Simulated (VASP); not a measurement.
Write the native input for VASP 6.6.1 that does the following.

```yaml
Task: single point
Functional: PBE
Dispersion: D3(BJ)
Potentials_or_basis: VASP PAW PBE potentials, release 64 (Cu)
Cutoff: 520 eV
k_mesh: 4 × 4 × 1
Occupations: gaussian, width 0.1 eV
Spin: no spin polarisation
Dipole_correction: yes
Further_INCAR_settings: LREAL = Auto; ALGO = Normal; EDIFF = 1e-06; NBANDS = 102
```

The structure of Cu lies in POSCAR:

```
Cu
1.0
    5.0393684366      0.0000000000      0.0000000000
    0.0000000000      5.0393684366      0.0000000000
    0.0000000000      0.0000000000     23.3450573916
Cu
16
Direct
    0.2500000000      0.2500000000      0.3426849575
    0.2500000000      0.7500000000      0.3426849575
    0.7500000000      0.2500000000      0.3426849575
    0.7500000000      0.7500000000      0.3426849575
    0.5000000000      0.5000000000      0.4190045727
    0.5000000000      0.0000000000      0.4190045727
    0.0000000000      0.5000000000      0.4190045727
    0.0000000000      0.0000000000      0.4190045727
    0.7506613610      0.7505266071      0.4971274870
    0.7508455971      0.2494352779      0.4967833045
    0.2494583980      0.7507113568      0.4967915156
    0.2491969817      0.2491783839      0.4970204984
   -0.0005285012     -0.0006230145      0.5737431563
   -0.0001832442      0.5009930462      0.5721531439
    0.5011316638     -0.0002654805      0.5720952006
    0.4989908731      0.4988041846      0.5723155214
```

One way to write it, as run:

INCAR

```
SYSTEM = Cu
PREC = Accurate ; ENCUT = 520
EDIFF = 1E-6 ; ISMEAR = 0
SIGMA = 0.1 ; LREAL = Auto
LASPH = .TRUE. ; NELM = 100
ALGO = Normal ; ISIF = 2
LWAVE = .FALSE. ; LCHARG = .FALSE.
LDIPOL = .TRUE. ; IDIPOL = 3
DIPOL = 0.5 0.5 0.458 ; GGA = PE
IVDW = 12 ; NBANDS = 102
```

KPOINTS

```
Automatic mesh
0
G
  4 4 1
  0 0 0
```

Potentials or basis: VASP PAW PBE potentials, release 64 (Cu).

Command:

```sh
$ cat potpaw_PBE.64/Cu/POTCAR > POTCAR
$ mpirun -np 1 vasp_std > vasp.out
```

Results of the run:

* Largest force: 0.098 eV/Å
* Band gap on the k mesh: zero (bands 88 and 89 overlap by 0.92 eV)
* Dispersion energy per atom: -0.418 eV

Wall time 19 min on 1 thread of AMD EPYC 9R45 96-Core Processor (Zen 5), on a shared host, peak memory 0.76 GiB.
